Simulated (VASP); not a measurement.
Input of a VASP 6.6.1 run:

File INCAR:

```
SYSTEM = SmAgTe2
PREC = Accurate ; ENCUT = 500
EDIFF = 1E-6 ; ISMEAR = 0
SIGMA = 0.1 ; LREAL = .False.
LASPH = .True. ; NELM = 200
ALGO = Normal ; ISIF = 2
LWAVE = .False. ; LCHARG = .False.
GGA = PE ; NBANDS = 25
GGA_COMPAT = .False. ; LMAXMIX = 6
```

File KPOINTS:

```
regular mesh
0
Gamma
  6 6 6
  0 0 0
```

POSCAR

```
SmAgTe2
1.0
    2.2367341056      1.2913790380      6.9919907024
   -2.2367341056      1.2913790380      6.9919907024
    0.0000000000     -2.5827580759      6.9919907024
Sm Ag Te
1 1 2
Direct
    0.0000000000      0.0000000000      0.0000000000
    0.5000000000      0.5000000000      0.5000000000
    0.2469803355      0.2469803355      0.2469803355
    0.7530196645      0.7530196645      0.7530196645
```

Potentials or basis: VASP PAW PBE potentials, release 64 (Sm_3, Ag, Te), 4f in core.

Run with:

```bash
$ cat potpaw_PBE.64/Sm_3/POTCAR potpaw_PBE.64/Ag/POTCAR potpaw_PBE.64/Te/POTCAR > POTCAR
$ mpirun -np 1 vasp_std > vasp.out
```

(1) What does it give for the band gap on the k mesh?

(2) What does it give for the largest force?

Answers

(1) 0.80 eV (least direct gap 1.58 eV).

(2) 0.023 eV/Å.

Caveat: spin-orbit coupling is left out, which moves the levels of the heavy elements; the 4f electrons are frozen in the core, so they carry no moment and show no levels.
